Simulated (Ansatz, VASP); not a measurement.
# K2ICl: VASP beside Ansatz

```xyz
4
Lattice="2.3574 1.3611 7.7636 -2.3574 1.3611 7.7636 0.0000 -2.7221 7.7636" Properties=species:S:1:pos:R:3 pbc="T T T"
Cl    2.3574    1.3611    7.7636
I     0.0000    0.0000   11.6454
K     0.0000    0.0000    6.0543
K     0.0000    0.0000   17.2365
```

Alike in both runs: task single point; functional PBE; k mesh 4 × 4 × 4; no spin polarisation.

|  | VASP | Ansatz |
| --- | --- | --- |
| version | VASP 6.6.1 | Ansatz 0.2.0 |
| potentials or method | VASP PAW PBE potentials, release 64 (Cl, I, K_sv) | plane waves, PAW |
| plane-wave cutoff (eV) | 520 | 420 |
| occupations | gaussian, width 0.01 eV | fixed |
| valence electrons in the cell | 32 | 42 |

|  | VASP | Ansatz | Ansatz less VASP |
| --- | --- | --- | --- |
| gap on the k mesh at the Fermi level (eV) | 3.80 | 3.81 | +0.003 |
| pressure (GPa) | 0.6 | 0.6 | -0.02 |
| rms of the force components (eV/Å) | 0.008 | 0.008 | -0.0001 |

Atom by atom the forces differ by 0.000 eV/Å (rms over components). VASP's potentials hold 32 valence electrons a cell and Ansatz's 42, so a difference there can come from the potentials and not from the codes.

Neither program's run includes spin-orbit coupling.
